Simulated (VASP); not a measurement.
Bi:

```xyz
1
Lattice="3.2522 0.0000 0.0000 0.0000 3.2522 0.0000 0.0000 0.0000 3.2522" Properties=species:S:1:pos:R:3 pbc="T T T"
Bi    0.0000    0.0000    0.0000
```

| Item | Value |
| --- | --- |
| Program | VASP 6.6.1 |
| Task | relaxation of cell and atoms |
| Functional | LDA |
| Potentials or basis | VASP PAW LDA potentials, release 64 (Bi_d) |
| Cutoff | 600 eV |
| k mesh | 10 × 10 × 10 |
| Occupations | fermi-dirac, width 0.1 eV |
| Spin | no spin polarisation |

At the start: pressure -2.5 GPa; volume 34.40 Å³/atom.

**Question.** How do energy, volume and symmetry change on relaxing?

**Answer.** Over 3 steps the energy falls by 13.8 meV/atom and the volume is 32.71 Å³/atom (-4.9 %); space group Pm-3m (No. 221, to 0.05 Å).

Step by step:
```
step  energy change (eV)  largest force (eV/Å)  pressure (GPa)  volume (Å³)
   1              0.0000                0.0000           -2.46        34.40
   2             -0.0094                0.0000            1.61        31.83
   3             -0.0138                0.0000            0.02        32.71
```

Final structure:
```cif
data_structure
_symmetry_space_group_name_H-M 'P 1'
_symmetry_Int_Tables_number 1
_cell_length_a 3.1980
_cell_length_b 3.1980
_cell_length_c 3.1980
_cell_angle_alpha 90.000
_cell_angle_beta 90.000
_cell_angle_gamma 90.000
_cell_volume 32.71
loop_
_atom_site_label
_atom_site_type_symbol
_atom_site_fract_x
_atom_site_fract_y
_atom_site_fract_z
_atom_site_occupancy
Bi1 Bi 0.00000 0.00000 0.00000 1
```
